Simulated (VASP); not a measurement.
A run of VASP 6.6.1 is set up as follows.

INCAR

```
SYSTEM = Li
ALGO = Normal
EDIFF = 1E-6
ENCUT = 520
GGA = PS
ISIF = 2
ISMEAR = -1
LASPH = .True.
LCHARG = .False.
LREAL = .False.
LWAVE = .False.
NBANDS = 8
NELM = 100
PREC = Accurate
SIGMA = 0.05
```

Contents of KPOINTS:

```
k-points
0
Gamma
  24 24 24
  0 0 0
```

File POSCAR:

```
Li
1.0
    0.0000000000      2.1597617267      2.1597617267
    2.1597617267      0.0000000000      2.1597617267
    2.1597617267      2.1597617267      0.0000000000
Li
1
Direct
    0.0000000000      0.0000000000      0.0000000000
```

Potentials or basis: VASP PAW PBE potentials, release 64 (Li_sv).

Command:

```bash
$ cat potpaw_PBE.64/Li_sv/POTCAR > POTCAR
$ mpirun -np 1 vasp_std > vasp.out
```

(1) What does it give for the band gap on the k mesh?

Results:

(1) zero (an odd number of electrons rules out a gap without spin polarisation).
